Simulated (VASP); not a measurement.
**PbS (Galena): single point with BLYP**

The system is PbS (Galena).

```
CELL_PARAMETERS angstrom
0.00000 2.96575 2.96575
2.96575 0.00000 2.96575
2.96575 2.96575 0.00000
ATOMIC_POSITIONS crystal
Pb 0.00000 0.00000 0.00000
S 0.50000 0.50000 0.50000
```

| Property | Result |
| --- | --- |
| Program | VASP 6.6.1 |
| Task | single point |
| Functional | BLYP |
| Potentials or basis | VASP PAW PBE potentials, release 64 (Pb_d, S) |
| Cutoff | 520 eV |
| k mesh | 5 × 5 × 5 |
| Occupations | fermi-dirac, width 0.05 eV |
| Spin | no spin polarisation |

```yaml
Pressure: 5.8 GPa
```

Levels at points of the mesh, in eV from the Fermi level:
| k point | band 6 | band 7 | band 8 | band 9 | band 10 | band 11 | band 12 | band 13 | band 14 | band 15 |
| --- | --- | --- | --- | --- | --- | --- | --- | --- | --- | --- |
| (0.00, 0.00, 0.00) | -13.87 | -6.41 | -2.45 | -2.45 | -2.45 | 4.82 | 4.82 | 4.82 | 6.64 | 6.64 |

Run time: 11 s on 1 thread of Intel(R) Xeon(R) 6975P-C (Granite Rapids), on a shared host, peak memory 0.17 GiB.

Caveat: this odd mesh misses L, where the gap lies, so gap, dielectric constants and Born charges aren't listed; the PAW data sets were made with another functional, which shifts forces and pressure a little; spin-orbit coupling is left out, which moves the levels of the heavy elements.
